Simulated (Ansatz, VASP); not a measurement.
Pt: VASP beside Ansatz

INCAR

```
PREC = Accurate
ENCUT = 520
EDIFF = 1E-6
ISMEAR = 0
SIGMA = 0.15
LREAL = False
LASPH = True
NELM = 60
ALGO = Fast
ISIF = 2
LWAVE = False
LCHARG = False
GGA = PE
NBANDS = 11
```

File KPOINTS:

```
regular mesh
0
Gamma
  22 22 22
```

File POSCAR:

```
Pt
1.0
    0.0000000000      2.2001972334      1.6156048285
    2.2001972334      0.0000000000      1.6156048285
    2.2001972334      2.2001972334      0.0000000000
Pt
1
Direct
    0.0000000000      0.0000000000      0.0000000000
```

Input for Ansatz:

```yaml
crystal:
  lattice:
    - [0.0, 2.2001972334, 1.6156048285]
    - [2.2001972334, 0.0, 1.6156048285]
    - [2.2001972334, 2.2001972334, 0.0]
  atoms:
    - { symbol: Pt, position: [0.0, 0.0, 0.0] }
basis:
  ecutwfc: 420
kpoints:
  mp_grid: { grid: [22, 22, 22] }
hamiltonian:
  xc: pbe
  pseudopotentials: { kind: paw, azcp: { folder: soft_1 } }
scf:
  occupations: { method: gaussian, width: 0.15 }
output:
  forces: true
  stress: true
  eigenvalues: true
```

Alike in both runs: task single point; functional PBE; k mesh 22 × 22 × 22; occupations gaussian, width 0.15 eV; no spin polarisation.

|  | VASP | Ansatz |
| --- | --- | --- |
| version | VASP 6.6.1 | Ansatz 0.2.0 |
| potentials or method | VASP PAW PBE potentials, release 64 (Pt), cutoff 520 eV | scalar-relativistic, plane waves, PAW |
| valence electrons in the cell | 10 | 18 |

```tsv
	VASP	Ansatz	Ansatz less VASP
gap on the k mesh at the Fermi level (eV)	none	none	-
pressure (GPa)	2.4	2.9	+0.47
traceless stress, the component that is largest in VASP (GPa)	2.20	2.21	+0.008
```

A gap of «none» marks a metal or a gap that the smearing closes. VASP's potentials hold 10 valence electrons a cell and Ansatz's 18, so a difference there can come from the potentials and not from the codes.

Neither program's run includes spin-orbit coupling.
